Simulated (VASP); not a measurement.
Input of a VASP 6.6.1 run:

The input INCAR:

```
  PREC = Accurate
  ENCUT = 600
  EDIFF = 1E-7
  ISMEAR = 0
  SIGMA = 0.01
  LREAL = F
  LASPH = T
  NELM = 80
  ALGO = Normal
  ISIF = 3
  LWAVE = F
  LCHARG = F
  GGA = PS
  IBRION = 2
  NSW = 100
  EDIFFG = -0.002
  PSTRESS = 150.0
```

KPOINTS

```
Automatic mesh
0
Gamma
  6 6 6
```

File POSCAR:

```
CuI
1.0
    0.0000000000      2.9695375105      2.9695375105
    2.9695375105      0.0000000000      2.9695375105
    2.9695375105      2.9695375105      0.0000000000
Cu I
1 1
Direct
    0.7500000000      0.7500000000      0.7500000000
    0.0000000000      0.0000000000      0.0000000000
```

Potentials or basis: VASP PAW PBE potentials, release 64 (Cu, I).

Run with:

```console
$ cat potpaw_PBE.64/Cu/POTCAR potpaw_PBE.64/I/POTCAR > POTCAR
$ mpirun -np 1 vasp_std > vasp.out
```

(1) What does it give for the relaxed cell?

(2) Predict the space group after relaxing (to 0.1 Å).

(3) Predict the band gap on the k mesh.

(4) What does it give for the relaxed volume?

## Answers

(1) a = 3.948 Å, b = 3.948 Å, c = 3.948 Å, α = 60.00°, β = 60.00°, γ = 60.00°.

(2) F-43m (No. 216).

(3) 1.81 eV.

(4) 21.76 Å³/atom.

Caveat: the cell is relaxed towards a set pressure, so the run minimises the enthalpy, not the energy; the volume moved by over 15 % at a fixed basis, so the end points are rough; the PAW data sets were made with another functional, which shifts forces and pressure a little; spin-orbit coupling is left out, which moves the levels of the heavy elements.
